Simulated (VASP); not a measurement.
PbSe, 2 atoms in the cell. The structure is cubic, space group Pm-3m (No. 221). The conventional cell has a = 3.777 Å, b = 3.777 Å, c = 3.777 Å, α = 90.00°, β = 90.00°, γ = 90.00°. Pb (site symmetry m-3m) has 8 Se at 3.27 Å and 6 Pb at 3.78 Å within 4.3 Å. Se (site symmetry m-3m) has 8 Pb at 3.27 Å and 6 Se at 3.78 Å within 4.3 Å. 

- Program: VASP 6.6.1
- Task: single point
- Functional: BLYP
- Dispersion: D4
- Potentials or basis: VASP PAW PBE potentials, release 64 (Pb_d, Se)
- Cutoff: 520 eV
- k mesh: 7 × 7 × 7
- Occupations: fermi-dirac, width 0.05 eV
- Spin: no spin polarisation
- Dipole correction: no
- Further INCAR settings: ALGO = Normal; EDIFF = 1e-06; NBANDS = 17

Potentials or basis: VASP PAW PBE potentials, release 64 (Pb_d, Se).

The run is started by

```sh
$ cat potpaw_PBE.64/Pb_d/POTCAR potpaw_PBE.64/Se/POTCAR > POTCAR
$ mpirun -np 1 vasp_std > vasp.out
```

Hardware: 1 thread of Intel(R) Xeon(R) Platinum 8259CL CPU @ 2.50GHz (Skylake/Cascade Lake) (shared host).

Question: Estimate the wall time of this run.

Answer: It took 22 s on 1 thread of Intel(R) Xeon(R) Platinum 8259CL CPU @ 2.50GHz (Skylake/Cascade Lake), on a shared host, peak memory 0.16 GiB. Counts: scf iterations 13, k points 20.
